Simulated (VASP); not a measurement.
**Si6Ni3C: single point with PBEsol**

System: Si6Ni3C, a slab with vacuum.

```
Si Ni C
1.0
     3.81230    0.00000    0.00000
     0.00000    3.81230    0.00000
     0.00000    0.00000   25.73926
Si Ni C
6 3 1
Cartesian
  1.9062 0.0000 8.5000
  0.0000 1.9062 8.5000
  0.0000 1.9062 11.1957
  1.9062 0.0000 11.1957
  1.9062 0.0000 13.8086
  0.0000 1.9062 13.9547
  1.9062 1.9062 9.8479
  0.0000 0.0000 12.5238
  1.9062 1.9062 15.2788
  1.9062 0.0000 15.7080
```

| Quantity | Value |
| --- | --- |
| Program | VASP 6.6.1 |
| Task | single point |
| Functional | PBEsol |
| Potentials or basis | VASP PAW PBE potentials, release 64 (Si, Ni, C) |
| Cutoff | 520 eV |
| k mesh | 8 × 8 × 1 |
| Occupations | gaussian, width 0.1 eV |
| Spin | no spin polarisation |
| Dipole correction | yes |
| Further INCAR settings | ALGO = Normal; EDIFF = 1e-06; NBANDS = 40 |

```
Largest force          : 1.076 eV/Å
Band gap on the k mesh : zero (bands 29 and 30 overlap by 1.45 eV)
```

Forces in eV/Å, atoms in the order of the input:
```
Si   0.000  0.000 -0.345
Si   0.000  0.000 -0.379
Si   0.000  0.000 -0.005
Si   0.000  0.000 -0.354
Si   0.000  0.000 -0.038
Si   0.000  0.000 -0.012
Ni   0.000  0.000  1.076
Ni   0.000  0.000 -0.002
Ni   0.000  0.000  0.029
C    0.000  0.000  0.030
```

Levels at points of the mesh, in eV from the Fermi level:
| k point | band 26 | band 27 | band 28 | band 29 | band 30 | band 31 | band 32 | band 33 |
| --- | --- | --- | --- | --- | --- | --- | --- | --- |
| (0.00, 0.00, 0.00) | -0.60 | -0.59 | -0.56 | -0.34 | -0.22 | 0.72 | 1.64 | 1.72 |
| (0.50, 0.00, 0.00) | -1.52 | -1.15 | -1.05 | 0.11 | 0.39 | 0.94 | 1.22 | 1.32 |
| (0.00, 0.50, 0.00) | -1.14 | -0.19 | -0.16 | 0.62 | 0.93 | 1.00 | 1.20 | 1.25 |
| (0.50, 0.50, 0.00) | -2.17 | -1.68 | -1.68 | -1.54 | -0.29 | -0.08 | 0.40 | 1.05 |

It took 8.6 min on 1 thread of AMD EPYC 9R45 96-Core Processor (Zen 5), with other jobs on the host, peak memory 0.57 GiB.

Caveat: the PAW data sets were made with another functional, which shifts forces and pressure a little. Spin polarisation is off, so any magnetic state and its effect on volume and gap are missing.
